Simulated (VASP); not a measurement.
Input of a VASP 6.6.1 run:

The input INCAR:

```
SYSTEM = Sb2S3
PREC     = Accurate       ! precision mode
ENCUT    = 520            ! plane-wave cutoff, eV
EDIFF    = 1E-6           ! SCF threshold, eV
ISMEAR   = 0              ! smearing method
SIGMA    = 0.03           ! smearing width, eV
LREAL    = .False.        ! projectors in reciprocal space
LASPH    = .True.         ! aspherical terms in the spheres
NELM     = 80             ! most SCF steps
ALGO     = Fast           ! electronic algorithm
ISIF     = 2              ! what is computed and relaxed
LWAVE    = .False.        ! write WAVECAR
LCHARG   = .False.        ! write CHGCAR
NBANDS   = 72             ! bands
KPAR     = 4
```

File KPOINTS:

```
regular mesh
0
Gamma
  4 8 4
  0 0 0
```

File POSCAR:

```
Sb2S3                                   
1.0
   11.2851787811      0.0000000000      0.0000000000
    0.0000000000      3.8283747693      0.0000000000
    0.0000000000      0.0000000000     10.9162014195
  Sb              S             
     8    12
Direct
     0.4754810993204329    0.2500000000000000    0.3259465315423697
     0.0245189006795671    0.7500000000000000    0.8259465315423696
     0.9754810993204328    0.2500000000000000    0.1740534684576303
     0.5245189006795672    0.7500000000000000    0.6740534684576304
     0.3472279805603751    0.7500000000000000    0.0322852916109325
     0.1527720194396249    0.2500000000000000    0.5322852916109325
     0.8472279805603752    0.7500000000000000    0.4677147083890675
     0.6527720194396248    0.2500000000000000    0.9677147083890675
     0.2901664856155701    0.2500000000000000    0.1914648244036384
     0.2098335143844300    0.7500000000000000    0.6914648244036384
     0.7901664856155700    0.2500000000000000    0.3085351755963616
     0.7098335143844300    0.7500000000000000    0.8085351755963616
     0.5485501914097216    0.7500000000000000    0.1269400576633445
     0.9514498085902784    0.2500000000000000    0.6269400576633445
     0.0485501914097216    0.7500000000000000    0.3730599423366555
     0.4514498085902784    0.2500000000000000    0.8730599423366555
     0.3740927151703907    0.7500000000000000    0.4424300136743964
     0.1259072848296093    0.2500000000000000    0.9424300136743966
     0.8740927151703907    0.7500000000000000    0.0575699863256035
     0.6259072848296093    0.2500000000000000    0.5575699863256034
```

The input KPOINTS_OPT:

```
explicit points
258
Reciprocal
 0.0000000000  0.0000000000  0.0000000000 1
 0.0000000000  0.0357142857  0.0000000000 1
 0.0000000000  0.0714285714  0.0000000000 1
 0.0000000000  0.1071428571  0.0000000000 1
 0.0000000000  0.1428571429  0.0000000000 1
 0.0000000000  0.1785714286  0.0000000000 1
[... 250 lines left out ...]
 0.0000000000  0.5000000000  0.0625168600 1
 0.0000000000  0.5000000000 -0.0625168600 1
```

Potentials or basis: VASP PAW LDA potentials, release 64 (Sb, S).

The run is started by

```console
$ cat potpaw_LDA.64/Sb/POTCAR potpaw_LDA.64/S/POTCAR > POTCAR
$ mpirun -np 4 vasp_std > vasp.out
```

Problem. Estimate the largest force.

Solution. 0.064 eV/Å.

Problem. Predict the pressure.

Solution. -1.5 GPa.

Problem. Predict the band gap along the path.

Solution. 1.13 eV (least direct gap 1.14 eV).

Forces on the atoms (eV/Å):
```
Sb  -0.062  0.000  0.013
Sb   0.062  0.000  0.013
Sb  -0.062  0.000 -0.013
Sb   0.062  0.000 -0.013
Sb   0.036  0.000  0.039
Sb  -0.036  0.000  0.039
Sb   0.036  0.000 -0.039
Sb  -0.036  0.000 -0.039
S    0.057  0.000 -0.031
S   -0.057  0.000 -0.031
S    0.057  0.000  0.031
S   -0.057  0.000  0.031
S   -0.048  0.000 -0.039
S    0.048  0.000 -0.039
S   -0.048  0.000  0.039
S    0.048  0.000  0.039
S    0.037  0.000 -0.029
S   -0.037  0.000 -0.029
S    0.037  0.000  0.029
S   -0.037  0.000  0.029
```

Caveat: spin-orbit coupling is left out, which moves the levels of the heavy elements. A hybrid or GW would open this gap; LDA tends to underestimate it.
